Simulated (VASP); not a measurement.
Here is a VASP 6.6.1 calculation.

INCAR

```
  PREC = Accurate
  ENCUT = 520
  EDIFF = 1E-7
  ISMEAR = -1
  SIGMA = 0.17
  LREAL = F
  LASPH = T
  NELM = 100
  ALGO = Normal
  ISIF = 2
  LWAVE = F
  LCHARG = T
  GGA = PE
  LELF = T
  LVHAR = T
  NBANDS = 60
```

The input KPOINTS:

```
Automatic mesh
0
Gamma
  2 2 2
```

The input POSCAR:

```
TaN
1.0
    5.4568860000      0.0000000000      0.0000000000
   -2.7284430000      4.7258020000      0.0000000000
    0.0000000000      0.0000000000      6.1075020000
Ta N
6 6
Direct
    0.0212692411      0.0278048043     -0.0229390019
    0.3024131876      0.6704682084      0.2075480286
    0.7360541460      0.4030003796      0.2100531445
    0.0028436899      0.0011426632      0.5019728197
    0.3687381987      0.7357904542      0.7061152006
    0.6741577962      0.3497607390      0.6883174168
    0.3798071391      0.0165897767     -0.0003602127
    0.6411755013      0.6470436129     -0.0341219700
    0.0151240006      0.3844426830     -0.0500531969
    0.3541763817     -0.0132675893      0.4741218259
    0.5962116602      0.6351091307      0.4562585489
    0.0035682508      0.3726563237      0.5126973352
```

Potentials or basis: VASP PAW PBE potentials, release 64 (Ta_pv, N).

The run is started by

```bash
$ cat potpaw_PBE.64/Ta_pv/POTCAR potpaw_PBE.64/N/POTCAR > POTCAR
$ mpirun -np 1 vasp_std > vasp.out
```

(1) Predict the band gap on the k mesh.

(2) Estimate the pressure.

Answers

(1) zero (bands 48 and 49 overlap by 0.38 eV).

(2) -16.6 GPa.

Caveat: the k points lie up to 0.66 Å⁻¹ apart; the atoms stand as in a frame of molecular dynamics; spin-orbit coupling is left out, which moves the levels of the heavy elements; forces of over 1 eV/Å act on the atoms, so gaps and moduli don't describe the material at rest.
